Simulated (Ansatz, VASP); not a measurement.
**GaPbI3 in VASP and in Ansatz**

```
CELL_PARAMETERS angstrom
6.29979 0.00000 0.00000
0.00000 6.29979 0.00000
0.00000 0.00000 6.29979
ATOMIC_POSITIONS crystal
Ga 0.00000 0.00000 0.00000
Pb 0.50000 0.50000 0.50000
I 0.00000 0.50000 0.50000
I 0.50000 0.00000 0.50000
I 0.50000 0.50000 0.00000
```

Alike in both runs: task relaxation of cell and atoms; functional PBE; k mesh 4 × 4 × 4; occupations gaussian, width 0.02 eV; no spin polarisation.

|  | VASP | Ansatz |
| --- | --- | --- |
| version | VASP 6.6.1 | Ansatz 0.2.0 |
| potentials or method | VASP PAW PBE potentials, release 64 (Ga_d, Pb_d, I), cutoff 600 eV | scalar-relativistic, plane waves, PAW |
| valence electrons in the cell | 48 | 78 |

VASP gave:

* gap on the k mesh at the Fermi level, each at its own relaxed structure (eV): 1.27
* relaxed volume (Å³/atom): 50.66
* relaxed cell length with the largest relative difference (Å): 6.327

Task: What did Ansatz give for the same quantities?

Result: gap on the k mesh at the Fermi level, each at its own relaxed structure (eV): 1.27; relaxed volume (Å³/atom): 50.67; relaxed cell length with the largest relative difference (Å): 6.328.

VASP's potentials hold 48 valence electrons a cell and Ansatz's 78, so a difference there can come from the potentials and not from the codes.

Neither program's run includes spin-orbit coupling.
